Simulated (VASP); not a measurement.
**Ge: single point with PBE**

The system is Ge.

```
CELL_PARAMETERS angstrom
3.52516 -7.29541 0.00000
3.52516 7.29541 0.00000
0.00000 0.00000 4.19525
ATOMIC_POSITIONS crystal
Ge 0.14757 0.48286 0.00000
Ge 0.85243 0.51714 0.00000
Ge 0.51714 0.85243 0.00000
Ge 0.48286 0.14757 0.00000
Ge 0.90596 0.72843 0.50000
Ge 0.09404 0.27157 0.50000
Ge 0.27157 0.09404 0.50000
Ge 0.72843 0.90596 0.50000
```

| Property | Result |
| --- | --- |
| Program | VASP 6.6.1 |
| Task | single point |
| Functional | PBE |
| Potentials or basis | VASP PAW PBE potentials, release 64 (Ge_d) |
| Cutoff | 520 eV |
| k mesh | 6 × 6 × 10 |
| Occupations | gaussian, width 0.1 eV |
| Spin | no spin polarisation |
| Dipole correction | no |
| Further INCAR settings | ALGO = Fast; EDIFF = 1e-06; NBANDS = 66 |

```json
{"Pressure": "-4.3 GPa", "Band gap on the k mesh": "zero (filled and empty bands overlap)"}
```

Forces on the atoms (eV/Å):
```
Ge   0.000 -0.001  0.000
Ge   0.000  0.001  0.000
Ge   0.000 -0.001  0.000
Ge   0.000  0.001  0.000
Ge  -0.001  0.002  0.000
Ge   0.001 -0.002  0.000
Ge   0.001  0.002  0.000
Ge  -0.001 -0.002  0.000
```

Levels at points of the mesh, in eV from the Fermi level:
```
           k point  band 54  band 55  band 56  band 57  band 58  band 59
(0.00, 0.00, 0.00)    -0.77    -0.61    -0.49     0.15     0.60     1.03
(0.50, 0.00, 0.00)    -1.34    -1.07    -0.88     0.52     1.07     1.09
(0.50, 0.50, 0.00)    -1.20    -0.05     0.04     0.05     0.58     1.00
(0.00, 0.00, 0.50)    -2.32    -1.28    -1.18     1.29     1.33     2.58
(0.50, 0.00, 0.50)    -1.99    -1.80    -1.23     0.49     0.72     1.25
(0.50, 0.50, 0.50)    -2.17    -2.11    -2.06     0.75     0.96     2.24
```

Run time: 32 min on 1 thread of Oxide Virtual Turin-like Processor, on a shared host, peak memory 0.78 GiB.

Caveat: the cell stands under tension; semilocal functionals underestimate gaps, and a narrow one can read as zero.
